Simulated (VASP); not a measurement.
A run of VASP 6.6.1 is set up as follows.

File INCAR:

```
ALGO = Fast
EDIFF = 1E-7
ENCUT = 520
GGA = PE
ISIF = 2
ISMEAR = 0
LASPH = True
LCHARG = False
LREAL = False
LWAVE = False
NBANDS = 36
NELM = 100
PREC = Accurate
SIGMA = 0.2
```

File KPOINTS:

```
k-points
0
Gamma
  8 6 6
```

File POSCAR:

```
Sn
1.0
    0.0000000000      0.0000000000      3.0726471000
    6.5358029814      0.0000000577      0.0000000000
   -3.2679015407      5.6601713872      0.0000000000
Sn
4
Direct
    0.5000000000      0.0000000000      0.0000000000
    0.5000000000      0.0000000000      0.5000000000
    0.5000000000      0.5000000000      1.0000000000
    0.5000000000      0.5000000000      0.5000000000
```

Potentials or basis: VASP PAW PBE potentials, release 64 (Sn_d).

Launch:

```console
$ cat potpaw_PBE.64/Sn_d/POTCAR > POTCAR
$ mpirun -np 1 vasp_std > vasp.out
```

Task: Estimate the pressure.

Result: 0.1 GPa.

Task: What does it give for the band gap on the k mesh?

Result: Zero (bands 28 and 29 overlap by 4.81 eV).

Stress tensor (GPa, compression positive):
```
-0.26  0.00  0.00
 0.00 -0.26  0.00
 0.00  0.00  0.81
```

Caveat: spin-orbit coupling is left out, which moves the levels of the heavy elements.
